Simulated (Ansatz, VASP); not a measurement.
One calculation of Ni, two programs

```
Ni
1.0
     3.99113    0.00000    0.00000
    -1.99556    3.45642    0.00000
     0.00000    0.00000    2.39799
Ni
3
Direct
  0.00000 0.00000 0.00000
  0.33333 0.66667 0.50000
  0.66667 0.33333 0.50000
```

Alike in both runs: task single point; functional r2SCAN; k mesh 10 × 10 × 15; occupations fermi-dirac, width 0.1 eV; no spin polarisation.

|  | VASP | Ansatz |
| --- | --- | --- |
| version | VASP 6.6.1 | Ansatz 0.2.0 |
| potentials or method | VASP PAW PBE potentials, release 64 (Ni), cutoff 520 eV | plane waves (500 eV) with PAW, scalar-relativistic |
| valence electrons in the cell | 30 | 54 |

|  | VASP | Ansatz | Ansatz less VASP |
| --- | --- | --- | --- |
| pressure (GPa) | -7.0 | -7.8 | -0.81 |
| traceless stress, the component that is largest in VASP (GPa) | 0.06 | 0.12 | +0.065 |

VASP's potentials were made for PBE, not for r2SCAN. The functional is the same, so the differences come from potentials, cutoffs and numerics. VASP's potentials hold 30 valence electrons a cell and Ansatz's 54, so a difference there can come from the potentials and not from the codes.
